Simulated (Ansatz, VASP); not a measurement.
CaSe: VASP beside Ansatz

File POSCAR:

```
CaSe
1.0
    0.0000000000      3.2795613712      3.2795613712
    3.2795613712      0.0000000000      3.2795613712
    3.2795613712      3.2795613712      0.0000000000
Ca Se
1 1
Direct
    0.0000000000      0.0000000000      0.0000000000
    0.2500000000      0.2500000000      0.2500000000
```

The input INCAR.step1:

```
ALGO     = Normal         # electronic algorithm
EDIFF    = 1E-4           # SCF threshold, eV
ENCUT    = 520            # plane-wave cutoff, eV
GGA      = PE             # functional
ISMEAR   = 0              # smearing method
LASPH    = T              # aspherical terms in the spheres
LCHARG   = F              # write CHGCAR
LREAL    = F              # projectors in reciprocal space
LWAVE    = T              # write WAVECAR
NBANDS   = 15             # bands
NELM     = 60             # most SCF steps
PREC     = Accurate       # precision mode
SIGMA    = 0.01           # smearing width, eV
```

File INCAR.step2:

```
ALGO     = Normal         # electronic algorithm
EDIFF    = 1E-7           # SCF threshold, eV
ENCUT    = 520            # plane-wave cutoff, eV
ISIF     = 2              # what is computed and relaxed
ISMEAR   = 0              # smearing method
ISTART   = 1            
LASPH    = T              # aspherical terms in the spheres
LCHARG   = F              # write CHGCAR
LMIXTAU  = T            
LREAL    = F              # projectors in reciprocal space
LWAVE    = F              # write WAVECAR
METAGGA  = R2SCAN         # meta-GGA
NBANDS   = 15             # bands
NELM     = 60             # most SCF steps
PREC     = Accurate       # precision mode
SIGMA    = 0.01           # smearing width, eV
```

KPOINTS

```
k-points
0
Gamma
  4 4 4
```

Input for Ansatz:

```yaml
crystal:
  lattice:
    - [0.0, 3.2795613712, 3.2795613712]
    - [3.2795613712, 0.0, 3.2795613712]
    - [3.2795613712, 3.2795613712, 0.0]
  atoms:
    - { symbol: Ca, position: [0.0, 0.0, 0.0] }
    - { symbol: Se, position: [0.25, 0.25, 0.25] }
kpoints:
  mp_grid: { grid: [4, 4, 4] }
hamiltonian:
  xc: r2scan
scf:
  occupations: { method: fixed }
output:
  optics:
    e_range: [0, 10]
    de: 0.2
    sigma: 0.4
    scissors: 1.5
    scheme: fermi_dirac
    bands: { spectra_wanted_up_to: 10 }
  write_density: true
  write_potential: true
  elf: true
  volumetric_format: npy
```

Alike in both runs: task single point; functional r2SCAN; k mesh 4 × 4 × 4; no spin polarisation.

```csv
,VASP,Ansatz
version,VASP 6.6.1,Ansatz 0.2.0
potentials or method,"VASP PAW PBE potentials, release 64 (Ca_sv, Se)","plane waves, PAW"
plane-wave cutoff (eV),520,500
occupations,"gaussian, width 0.01 eV",fixed
valence electrons in the cell,16,26
```

|  | VASP | Ansatz | Ansatz less VASP |
| --- | --- | --- | --- |
| gap on the k mesh at the Fermi level (eV) | 3.68 | 3.70 | +0.012 |

VASP's potentials were made for PBE, not for r2SCAN. VASP's potentials hold 16 valence electrons a cell and Ansatz's 26, so a difference there can come from the potentials and not from the codes.
